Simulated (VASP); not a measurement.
Set up this calculation in VASP 6.6.1, as the native input.

```yaml
Task: single point
Functional: PBE
Potentials_or_basis: VASP PAW PBE potentials, release 64 (K_sv, Ge_d)
Cutoff: 520 eV
k_mesh: 4 × 4 × 4
Occupations: gaussian, width 0.1 eV
Spin: no spin polarisation
Dipole_correction: no
Further_INCAR_settings: ALGO = Normal; EDIFF = 1e-06; NBANDS = 41
```

The structure of K2Ge lies in POSCAR:

```
K2Ge
1.0
   -3.5217197000      3.5217197000      3.0159186000
    3.5217197000     -3.5217197000      3.0159186000
    3.5217197000      3.5217197000     -3.0159186000
K Ge
4 2
Direct
    0.6656000000      0.1656000000      0.8312000000
    0.1656000000      0.3344000000      0.5000000000
    0.3344000000      0.8344000000      0.1688000000
    0.8344000000      0.6656000000      0.5000000000
    0.2500000000      0.2500000000      0.0000000000
    0.7500000000      0.7500000000      0.0000000000
```

One way to write it, as run:

INCAR

```
PREC = Accurate ; ENCUT = 520
EDIFF = 1E-6 ; ISMEAR = 0
SIGMA = 0.1 ; LREAL = False
LASPH = True ; NELM = 60
ALGO = Normal ; ISIF = 2
LWAVE = False ; LCHARG = True
GGA = PE ; LELF = True
LVHAR = True ; NBANDS = 41
```

KPOINTS

```
regular mesh
0
Gamma
  4 4 4
```

Potentials or basis: VASP PAW PBE potentials, release 64 (K_sv, Ge_d).

The run is started by

```console
$ cat potpaw_PBE.64/K_sv/POTCAR potpaw_PBE.64/Ge_d/POTCAR > POTCAR
$ mpirun -np 1 vasp_std > vasp.out
```

It gave:

| Quantity | Value |
| --- | --- |
| Pressure | 15.1 GPa |
| Largest force | 0.479 eV/Å |
| Band gap on the k mesh | zero (band 32 reaches 3.57 eV, above the bottom of band 33 at 3.30 eV) |

Wall time 85 s on 1 thread of AMD EPYC 9R45 96-Core Processor (Zen 5), on a shared host, peak memory 0.31 GiB.
